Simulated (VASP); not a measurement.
# ZnO (P6_3mc) in VASP: further runs

ZnO is run at these levels: PBEsol; tasks: single point.

Everything below comes from runs of VASP 6.6.1. Logs are shortened: lines on timing, memory, paths and dates and some standing lists are left out, and cuts for length are marked.

## (1) The cell of the first run

Symmetry: P6_3mc, No. 186, hexagonal system. The conventional cell has a = 3.198 Å, b = 3.198 Å, c = 5.423 Å, α = 90.00°, β = 90.00°, γ = 120.00°. Zn (site symmetry 3m) has 4 O at 1.97 to 2.02 Å within 2.6 Å. O (site symmetry 3m) has 4 Zn at 1.97 to 2.02 Å within 2.6 Å.

## (2) Single point, PBEsol (uniaxial strain along c: +4.0 %)

The input, INCAR:

```
PREC = Accurate
ENCUT = 520
EDIFF = 1E-6
ISMEAR = 0
SIGMA = 0.02
LREAL = False
LASPH = True
NELM = 60
ALGO = Normal
ISIF = 2
LWAVE = False
LCHARG = False
GGA = PS
NBANDS = 26
```

The input, KPOINTS:

```
Automatic mesh
0
Gamma
  12 12 6
```

The input, POSCAR:

```
ZnO
1.0
    3.1981688732      0.0000000000      0.0000000000
   -1.5990844366      2.7696954898      0.0000000000
    0.0000000000      0.0000000000      5.4226386354
Zn O
2 2
Direct
    0.6666666667      0.3333333333      0.5039424258
    0.3333333333      0.6666666667      0.0039424258
    0.6666666667      0.3333333333      0.8763675742
    0.3333333333      0.6666666667      0.3763675742
```

Potentials or basis: VASP PAW PBE potentials, release 64 (Zn, O).

On the command line:

```sh
$ cat potpaw_PBE.64/Zn/POTCAR potpaw_PBE.64/O/POTCAR > POTCAR
$ mpirun -np 1 vasp_std > vasp.out
```

OUTCAR:

```text
PREC = Accurate
   ENCUT = 520
   EDIFF = 1E-6
   ISMEAR = 0
   LREAL = False
   LASPH = True
   NELM = 60
   ISIF = 2
   GGA = PS

 ion  position               nearest neighbor table
   1  0.667  0.333  0.504-   4 1.97   4 1.97   4 1.97   3 2.02
   2  0.333  0.667  0.004-   3 1.97   3 1.97   3 1.97   4 2.02
   3  0.667  0.333  0.876-   2 1.97   2 1.97   2 1.97   1 2.02
   4  0.333  0.667  0.376-   1 1.97   1 1.97   1 1.97   2 2.02

  LATTYP: Found a hexagonal cell.
 ALAT       =     3.1981688732
 C/A-ratio  =     1.6955448103

  Lattice vectors:

 A1 = (   3.1981688732,   0.0000000000,   0.0000000000)
 A2 = (  -1.5990844366,   2.7696954898,   0.0000000000)
 A3 = (   0.0000000000,   0.0000000000,   5.4226386354)

Analysis of symmetry for initial positions (statically):
=====================================================================
 Subroutine PRICEL returns:
 Original cell was already a primitive cell.

 Routine SETGRP: Setting up the symmetry group for a
 hexagonal supercell.

 Subroutine GETGRP returns: Found 12 space group operations
 (whereof  6 operations were pure point group operations)
 out of a pool of 24 trial point group operations.

The static configuration has the point symmetry C_3v.
 The point group associated with its full space group is C_6v.

Analysis of symmetry for dynamics (positions and initial velocities):
=====================================================================
 Subroutine PRICEL returns:
 Original cell was already a primitive cell.

 Routine SETGRP: Setting up the symmetry group for a
 hexagonal supercell.

 Subroutine GETGRP returns: Found 12 space group operations
 (whereof  6 operations were pure point group operations)
 out of a pool of 24 trial point group operations.

The dynamic configuration has the point symmetry C_3v.
 The point group associated with its full space group is C_6v.

 Subroutine INISYM returns: Found 12 space group operations
 (whereof  6 operations are pure point group operations),
 and found     1 'primitive' translations

----------------------------------------------------------------------------------------

                                     Primitive cell

  volume of cell :      48.0335

  direct lattice vectors                    reciprocal lattice vectors
     3.198168873  0.000000000  0.000000000     0.312678923  0.180525261  0.000000000
    -1.599084437  2.769695490  0.000000000     0.000000000  0.361050521  0.000000000
     0.000000000  0.000000000  5.422638635     0.000000000  0.000000000  0.184412067

  length of vectors
     3.198168873  3.198168873  5.422638635     0.361050521  0.361050521  0.184412067

  position of ions in fractional coordinates (direct lattice)
     0.666666667  0.333333333  0.503942426
     0.333333333  0.666666667  0.003942426
     0.666666667  0.333333333  0.876367574
     0.333333333  0.666666667  0.376367574

  ion indices of the primitive-cell ions
   primitive index   ion index
                 1           1
                 2           2
                 3           3
                 4           4

----------------------------------------------------------------------------------------

 KPOINTS: Automatic mesh

Automatic generation of k-mesh.
 Grid dimensions read from file:
 generate k-points for:   12   12    6

 Generating k-lattice:

  Cartesian coordinates                     Fractional coordinates (reciprocal lattice)
     0.026056577  0.015043772  0.000000000     0.083333333 -0.000000000  0.000000000
     0.000000000  0.030087543  0.000000000     0.000000000  0.083333333  0.000000000
     0.000000000  0.000000000  0.030735345     0.000000000  0.000000000  0.166666667

  Length of vectors
     0.030087543  0.030087543  0.030735345

  Shift w.r.t. Gamma in fractional coordinates (k-lattice)
     0.000000000  0.000000000  0.000000000

 Subroutine IBZKPT returns following result:
 ===========================================

 Found     76 irreducible k-points:

 Following reciprocal coordinates:
            Coordinates               Weight
  0.000000  0.000000  0.000000      1.000000
  0.083333 -0.000000  0.000000      6.000000
  0.166667  0.000000  0.000000      6.000000
  0.250000 -0.000000  0.000000      6.000000
  0.333333  0.000000  0.000000      6.000000
  0.416667 -0.000000  0.000000      6.000000
[... 16 lines left out ...]
  0.250000 -0.000000  0.166667     12.000000
  0.333333  0.000000  0.166667     12.000000
 [... further k-points ...]
   k-points           NKPTS =     76   k-points in BZ     NKDIM =     76   number of bands    NBANDS=     26
   number of dos      NEDOS =    301   number of ions     NIONS =      4
   total plane-waves  NPLWV =  23040
   dimension x,y,z NGX =    24 NGY =   24 NGZ =   40
   dimension x,y,z NGXF=    48 NGYF=   48 NGZF=   80
   ions per type =               2   2
   NGX,Y,Z   is equivalent  to a cutoff of  12.48, 12.48, 12.26 a.u.
   NGXF,Y,Z  is equivalent  to a cutoff of  24.95, 24.95, 24.53 a.u.
 SYSTEM =  unknown system
   PREC   = accura    normal or accurate (medium, high low for compatibility)
   ISTART =      0    job   : 0-new  1-cont  2-samecut
   ICHARG =      2    charge: 1-file 2-atom 10-const
   ISPIN  =      1    spin polarized calculation?
   LNONCOLLINEAR =      F non collinear calculations
   LSORBIT =      F    spin-orbit coupling
   LASPH  =      T    aspherical Exc in radial PAW
   ENCUT  =  520.0 eV  38.22 Ry    6.18 a.u.   5.95  5.95 10.08*2*pi/ulx,y,z
   NELM   =     60;   NELMIN=  2; NELMDL= -5     # of ELM steps
   EDIFF  = 0.1E-05   stopping-criterion for ELM
   LREAL  =      F    real-space projection
   EDIFFG = 0.1E-04   stopping-criterion for IOM
   NSW    =      0    number of steps for IOM
   IBRION =     -1    ionic relax: 0-MD 1-quasi-New 2-CG
   NFREE  =      0    steps in history (QN), initial steepest desc. (CG)
   ISIF   =      2    stress and relaxation
   ISYM   =      2    0-nonsym 1-usesym 2-fastsym
   POTIM  = 0.5000    time-step for ionic-motion
   TEBEG  =    0.0;   TEEND  =   0.0 temperature during run
   PSTRESS=    0.0 pullay stress
   NELECT =      36.0000    total number of electrons
   NUPDOWN=      -1.0000    fix difference up-down
   EMIN   =  10.00;   EMAX   =-10.00  energy-range for DOS
   EFERMI =   0.00;   METHOD = LEGACY
   ISMEAR =     0;   SIGMA  =   0.02  broadening in eV -4-tet -1-fermi 0-gaus
   EFERMI_NEDOS =   21; number of points for ismear=-14 and -15
   IALGO  =     38    algorithm
   IMIX   =      4    mixing-type and parameters
     AMIX     =   0.40;   BMIX     =  1.00
     AMIX_MAG =   1.60;   BMIX_MAG =  1.00
  volume/ion in A,a.u.               =      12.01        81.04
  Fermi-wavevector in a.u.,A,eV,Ry     =   1.487057  2.810130 30.087090  2.211339
  Thomas-Fermi vector in A             =   2.600266
   LORBIT       =      0    0 simple, 1 ext, 2 COOP (PROOUT), +10 PAW based schemes
   GGA     = PS    functional components
   LHFCALC =     F    Hartree Fock is set to
   AEXX    =    0.0000 exact exchange contribution
   IVDW    =     0    specifies the selected vdW correction
   LEPSILON=     F    determine dielectric tensor
   LRPA    =     F    only Hartree local field effects (RPA)
 non-spin polarized calculation
 Gauss-broadening in eV      SIGMA  =   0.02
  energy-cutoff  :      520.00
  volume of cell :       48.03
 maximum number of plane-waves:      1314
 NGX is ok and might be reduce to    24
   NGX = 11   NGY = 11   NGZ = 21

 number of electron      36.0000001 magnetization

 Free energy of the ion-electron system (eV)
  ---------------------------------------------------
  ext. energy  EPLUGINS =         0.00000000
  ---------------------------------------------------
  free energy    TOTEN  =       -19.37651212 eV

  energy without entropy =      -19.37651212  energy(sigma->0) =      -19.37651212

 E-fermi :   1.0885     XC(G=0): -11.1415

 val. band max:        1.0082476458   @ k =   0.0000   0.0000   0.0000
 cond. band min:       1.5849026341   @ k =   0.0000   0.0000   0.0000
 fundamental gap:      0.5766549883
 Fermi energy:         1.0884661282

 k-point     1 :       0.0000    0.0000    0.0000
  band No.  band energies     occupation
      1     -17.0000      2.00000
      2     -16.3438      2.00000
      3      -4.8395      2.00000
      4      -4.7391      2.00000
      5      -4.6961      2.00000
      6      -4.6961      2.00000
[... 18 lines left out ...]
     25      15.3419      0.00000
     26      15.3419      0.00000

 k-point     2 :       0.0833   -0.0000    0.0000
  band No.  band energies     occupation
      1     -16.9592      2.00000
      2     -16.3226      2.00000
      3      -4.7870      2.00000
      4      -4.7293      2.00000
      5      -4.7114      2.00000
      6      -4.6746      2.00000
[... 18 lines left out ...]
     25      14.7588      0.00000
     26      15.4090      0.00000

 k-point     3 :       0.1667    0.0000    0.0000
  band No.  band energies     occupation
      1     -16.8445      2.00000
      2     -16.2653      2.00000
      3      -4.8726      2.00000
      4      -4.6612      2.00000
      5      -4.6185      2.00000
      6      -4.5803      2.00000
[... 18 lines left out ...]
     25      14.4527      0.00000
     26      15.3995      0.00000

 k-point     4 :       0.2500   -0.0000    0.0000
  band No.  band energies     occupation
      1     -16.6793      2.00000
      2     -16.1908      2.00000
      3      -4.9928      2.00000
      4      -4.6585      2.00000
      5      -4.5516      2.00000
      6      -4.4604      2.00000
[... 18 lines left out ...]
     25      14.4253      0.00000
     26      15.1837      0.00000
[... 496 lines left out ...]
      1     -16.8074      2.00000
      2     -16.3059      2.00000
      3      -4.9101      2.00000
      4      -4.7663      2.00000
      5      -4.6137      2.00000
      6      -4.6070      2.00000
[... 18 lines left out ...]
     25      14.3450      0.00000
     26      15.2322      0.00000

 k-point    23 :       0.2500   -0.0000    0.1667
  band No.  band energies     occupation
      1     -16.6473      2.00000
      2     -16.2242      2.00000
      3      -5.0204      2.00000
      4      -4.7558      2.00000
      5      -4.5357      2.00000
      6      -4.4816      2.00000
[... 18 lines left out ...]
     25      14.4401      0.00000
     26      15.0899      0.00000

 k-point    24 :       0.3333    0.0000    0.1667
  band No.  band energies     occupation
      1     -16.4731      2.00000
      2     -16.1494      2.00000
      3      -5.0797      2.00000
      4      -4.7895      2.00000
      5      -4.4779      2.00000
      6      -4.3231      2.00000
[... 18 lines left out ...]
     25      14.3250      0.00000
     26      15.0716      0.00000

 [... further k-points ...]

------------------------ aborting loop because EDIFF is reached ----------------------------------------

  FORCE on cell =-STRESS in cart. coord.  units (eV):
  Direction    XX          YY          ZZ          XY          YZ          ZX
  --------------------------------------------------------------------------------------
  -------------------------------------------------------------------------------------
  Total        0.2756192      0.2756192     -2.1115934      0.0000000      0.0000000      0.0000000
  in kB        9.1933962      9.1933962    -70.4331008      0.0000000      0.0000000      0.0000000
  external PRESSURE =     -17.3487695 kB  Pullay stress =       0.0000000 kB

 VOLUME and BASIS-vectors are now :
 -----------------------------------------------------------------------------
  energy-cutoff  :      520.00
  volume of cell :       48.03
      direct lattice vectors                 reciprocal lattice vectors
     3.198168873  0.000000000  0.000000000     0.312678923  0.180525261  0.000000000
    -1.599084437  2.769695490  0.000000000     0.000000000  0.361050521  0.000000000
     0.000000000  0.000000000  5.422638635     0.000000000  0.000000000  0.184412067

 POSITION                                       TOTAL-FORCE (eV/Angst)
 -----------------------------------------------------------------------------------
      1.59908      0.92323      2.73270         0.000000      0.000000      0.165873
     -0.00000      1.84646      0.02138        -0.000000     -0.000000      0.165873
      1.59908      0.92323      4.75222        -0.000000      0.000000     -0.165873
     -0.00000      1.84646      2.04091         0.000000     -0.000000     -0.165873
 -----------------------------------------------------------------------------------
    total drift:                                0.000000      0.000000      0.000529

  FREE ENERGIE OF THE ION-ELECTRON SYSTEM (eV)
  ---------------------------------------------------
  free  energy   TOTEN  =       -19.3765121187 eV

  energy  without entropy=      -19.3765121187  energy(sigma->0) =      -19.37651212
```

Run time: 34 s. Hardware: 1 thread of Intel Xeon Platinum 8559C (Emerald Rapids), shared host; peak memory 0.21 GiB.

Results:

| Property | Result |
| --- | --- |
| Free energy | -19.3765 eV |
| Pressure | -1.7 GPa |
| Largest force | 0.166 eV/Å |
| Band gap on the k mesh | 0.58 eV |

Forces in eV/Å, atoms in the order of the input:
```
Zn   0.000  0.000  0.166
Zn   0.000  0.000  0.166
O    0.000  0.000 -0.166
O    0.000  0.000 -0.166
```

Stress tensor (GPa, compression positive):
```
 0.92  0.00  0.00
 0.00  0.92  0.00
 0.00  0.00 -7.04
```

Caveat: the cell differs from its parent crystal (uniaxial strain along c: +4.0 %); the PAW data sets were made with another functional, which shifts forces and pressure a little.

## (3) Single point, PBEsol (uniaxial strain along c: +6.0 %, then relaxed in part)

The input, INCAR:

```
SYSTEM = ZnO
PREC     = Accurate       ! precision mode
ENCUT    = 520            ! plane-wave cutoff, eV
EDIFF    = 1E-6           ! SCF threshold, eV
ISMEAR   = 0              ! smearing method
SIGMA    = 0.02           ! smearing width, eV
LREAL    = .FALSE.        ! projectors in reciprocal space
LASPH    = .TRUE.         ! aspherical terms in the spheres
NELM     = 100            ! most SCF steps
ALGO     = Normal         ! electronic algorithm
ISIF     = 2              ! what is computed and relaxed
LWAVE    = .FALSE.        ! write WAVECAR
LCHARG   = .FALSE.        ! write CHGCAR
GGA      = PS             ! functional
NBANDS   = 26             ! bands
```

The input, KPOINTS:

```
regular mesh
0
G
  12 12 6
  0 0 0
```

The input, POSCAR:

```
ZnO
1.0
    3.1686879465      0.0000000000      0.0000000000
   -1.5843439732      2.7441642583      0.0000000000
    0.0000000000      0.0000000000      5.5269201476
Zn O
2 2
Direct
    0.6666666666      0.3333333334      0.5092700077
    0.3333333334      0.6666666666      0.0092700077
    0.6666666667      0.3333333333      0.8710399923
    0.3333333333      0.6666666667      0.3710399923
```

Potentials or basis: VASP PAW PBE potentials, release 64 (Zn, O).

On the command line:

```sh
$ cat potpaw_PBE.64/Zn/POTCAR potpaw_PBE.64/O/POTCAR > POTCAR
$ mpirun -np 1 vasp_std > vasp.out
```

It took 34 s on 1 thread of Intel Xeon Platinum 8559C (Emerald Rapids), shared host; peak memory 0.2 GiB.

It converged, with:

```
Free energy            : -19.3364 eV
Pressure               : -2.4 GPa
Largest force          : 0.019 eV/Å
Band gap on the k mesh : 0.51 eV
```

Forces on the atoms (eV/Å):
```
Zn   0.000  0.000  0.019
Zn   0.000  0.000  0.019
O    0.000  0.000 -0.019
O    0.000  0.000 -0.019
```

Stress tensor (GPa, compression positive):
```
 0.95  0.00  0.00
 0.00  0.95  0.00
 0.00  0.00 -9.11
```

Levels at points of the mesh, in eV from the valence-band top:
```
           k point  band 15  band 16  band 17  band 18  band 19  band 20  band 21  band 22
(0.00, 0.00, 0.00)    -0.74    -0.24     0.00     0.00     0.51     5.37     7.40    12.47
(0.50, 0.00, 0.00)    -2.90    -2.07    -1.54    -0.72     5.63     6.69     6.78     8.66
(0.00, 0.00, 0.50)    -0.37    -0.37    -0.37    -0.37     3.20     3.20     9.48     9.48
(0.50, 0.00, 0.50)    -1.69    -1.69    -1.36    -1.36     5.32     5.32     8.26     8.26
```

Caveat: the cell differs from its parent crystal (uniaxial strain along c: +6.0 %, then relaxed in part); the PAW data sets were made with another functional, which shifts forces and pressure a little.
